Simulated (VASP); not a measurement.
Here is a VASP 6.6.1 calculation.

Contents of INCAR:

```
SYSTEM = HfN
ALGO = Normal
EDIFF = 1E-8
ENCUT = 520
GGA = PS
GGA_COMPAT = .False.
ISIF = 2
ISMEAR = -1
LASPH = .True.
LCHARG = .False.
LEFG = .True.
LREAL = .False.
LWAVE = .False.
NBANDS = 14
NELM = 120
PREC = Accurate
SIGMA = 0.01
```

KPOINTS

```
k-points
0
Gamma
  10 10 10
  0 0 0
```

The input POSCAR:

```
HfN
1.0
    0.0000000000      2.3041800000      2.2590000000
    2.3041800000      0.0000000000      2.2590000000
    2.3041800000      2.3041800000      0.0000000000
Hf N
1 1
Direct
    0.0000000000      0.0000000000      0.0000000000
    0.5000000000      0.5000000000      0.5000000000
```

Potentials or basis: VASP PAW PBE potentials, release 64 (Hf_pv, N).

Launch:

```sh
$ cat potpaw_PBE.64/Hf_pv/POTCAR potpaw_PBE.64/N/POTCAR > POTCAR
$ mpirun -np 1 vasp_std > vasp.out
```

(1) Predict the pressure.

Answers

(1) -14.7 GPa.

Caveat: the cell differs from its parent crystal (equal xx and yy strain of +2 %); without QUAD_EFG the Cq values of the log hold for a quadrupole moment of 1 mb, not for the nuclei; the PAW data sets were made with another functional, which shifts forces and pressure a little.
